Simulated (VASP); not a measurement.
Write the native input for VASP 6.6.1 that does the following.

| Property | Result |
| --- | --- |
| Task | single point |
| Functional | PBE |
| Potentials or basis | VASP PAW PBE potentials, release 64 (S, Te, Sr_sv) |
| Cutoff | 520 eV |
| k mesh | 4 × 4 × 4 |
| Occupations | gaussian, width 0.01 eV |
| Spin | no spin polarisation |
| Dipole correction | no |
| Further INCAR settings | ALGO = Normal; EDIFF = 1e-06; NBANDS = 24 |

The structure of Sr2TeS lies in POSCAR:

```
Sr2TeS
1.0
    2.2465289436      1.2970340905      7.4009441695
   -2.2465289436      1.2970340905      7.4009441695
    0.0000000000     -2.5940681806      7.4009441696
S Te Sr
1 1 2
Direct
    1.0000000000      0.0000000000      0.0000000000
    0.5000000000      0.5000000000      0.5000000000
    0.2577830267      0.2577830267      0.2577830267
    0.7422169733      0.7422169733      0.7422169733
```

One way to write it, as run:

INCAR

```
SYSTEM = Sr2TeS
ALGO     = Normal         ! electronic algorithm
EDIFF    = 1E-6           ! SCF threshold, eV
ENCUT    = 520            ! plane-wave cutoff, eV
GGA      = PE             ! functional
ISIF     = 2              ! what is computed and relaxed
ISMEAR   = 0              ! smearing method
LASPH    = .True.         ! aspherical terms in the spheres
LCHARG   = .False.        ! write CHGCAR
LREAL    = .False.        ! projectors in reciprocal space
LWAVE    = .False.        ! write WAVECAR
NBANDS   = 24             ! bands
NELM     = 80             ! most SCF steps
PREC     = Accurate       ! precision mode
SIGMA    = 0.01           ! smearing width, eV
```

KPOINTS

```
k-points
0
Gamma
  4 4 4
  0 0 0
```

Potentials or basis: VASP PAW PBE potentials, release 64 (S, Te, Sr_sv).

Launch:

```console
$ cat potpaw_PBE.64/S/POTCAR potpaw_PBE.64/Te/POTCAR potpaw_PBE.64/Sr_sv/POTCAR > POTCAR
$ mpirun -np 1 vasp_std > vasp.out
```

Results of the run:

* Pressure: 0.4 GPa
* Largest force: 0.010 eV/Å
* Band gap on the k mesh: 1.67 eV, indirect (least direct gap 2.30 eV)

Caveat: spin-orbit coupling is left out, which moves the levels of the heavy elements.

Run time: 96 s on 1 thread of Intel(R) Xeon(R) Platinum 8488C (Sapphire Rapids), on a shared host, peak memory 0.46 GiB.
